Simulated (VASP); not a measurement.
Runs of VASP 6.6.1 on Hf2TiN3. The structure is that of space group P-3m1 (No. 164), or close to it. The cells are those of the table. 

```tsv
cell	gap on the mesh (eV)	pressure (GPa)	largest force (eV/Å)
a = 3.268, b = 3.268, c = 7.912 Å, angles 90.0, 90.0, 120.0°, 6 atoms	none	(a)	0.12
a = 3.064, b = 3.064, c = 7.446 Å, angles 90.0, 90.0, 120.0°, 6 atoms	none	28.1	0.15
a = 3.029, b = 3.029, c = 7.367 Å, angles 90.0, 90.0, 120.0°, 6 atoms	none	41.7	0.15
a = 3.164, b = 3.164, c = 7.674 Å, angles 90.0, 90.0, 120.0°, 6 atoms	none	-1.6	0.14
a = 3.131, b = 3.131, c = 7.599 Å, angles 90.0, 90.0, 120.0°, 6 atoms	none	(b)	0.14
```

Alike in all rows: task single point; level PBE; potentials or basis VASP PAW PBE potentials, release 64 (Hf_pv, Ti_sv, N); no spin polarisation; k mesh 12 × 12 × 6; cutoff (eV) 520; smearing gaussian 0.1 eV.

Question: Estimate the missing entries.

Answer: (a) -21.2; (b) 6.7.

Caveats: spin-orbit coupling is left out, which moves the levels of the heavy elements.

A k mesh can miss the band edges, and the runs leave out spin-orbit coupling on Hf.

A gap of «none» marks levels without a gap at the run's occupations.
